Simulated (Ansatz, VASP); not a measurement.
**Two plane-wave programs on CsTl**

Contents of INCAR:

```
SYSTEM = CsTl
PREC = Accurate
ENCUT = 520
EDIFF = 1E-6
ISMEAR = 0
SIGMA = 0.1
LREAL = .False.
LASPH = .True.
NELM = 60
ALGO = Fast
ISIF = 2
LWAVE = .False.
LCHARG = .False.
GGA = PE
NBANDS = 18
```

File KPOINTS:

```
Automatic mesh
0
Gamma
  12 12 12
  0 0 0
```

File POSCAR:

```
CsTl
1.0
    4.8141382179      0.0000000000      0.0000000000
    0.0000000000      4.8141382179      0.0000000000
    0.0000000000      0.0000000000      4.8141382179
Cs Tl
1 1
Direct
    0.5000000000      0.5000000000      0.5000000000
    0.0000000000      0.0000000000      0.0000000000
```

Input for Ansatz:

```yaml
crystal:
  lattice:
    - [4.8141382179, 0.0, 0.0]
    - [0.0, 4.8141382179, 0.0]
    - [0.0, 0.0, 4.8141382179]
  atoms:
    - { symbol: Cs, position: [0.5, 0.5, 0.5] }
    - { symbol: Tl, position: [0.0, 0.0, 0.0] }
basis:
  ecutwfc: 420
kpoints:
  mp_grid: { grid: [12, 12, 12] }
hamiltonian:
  xc: pbe
scf:
  occupations: { method: gaussian, width: 0.1 }
output:
  forces: true
  stress: true
  eigenvalues: true
```

Alike in both runs: task single point; functional PBE; k mesh 12 × 12 × 12; occupations gaussian, width 0.1 eV; no spin polarisation.

|  | VASP | Ansatz |
| --- | --- | --- |
| version | VASP 6.6.1 | Ansatz 0.2.0 |
| potentials or method | VASP PAW PBE potentials, release 64 (Cs_sv, Tl_d), cutoff 520 eV | scalar-relativistic, plane waves, PAW |
| valence electrons in the cell | 22 | 22 |

Ansatz gave:

| Item | Value |
| --- | --- |
| gap on the k mesh at the Fermi level (eV) | none |
| pressure (GPa) | -0.5 |

Which values does VASP return?

gap on the k mesh at the Fermi level (eV): none; pressure (GPa): -0.6.

A gap of «none» marks a metal or a gap that the smearing closes. The functional is the same, so the differences come from potentials, cutoffs and numerics.

Spin-orbit coupling is off throughout.
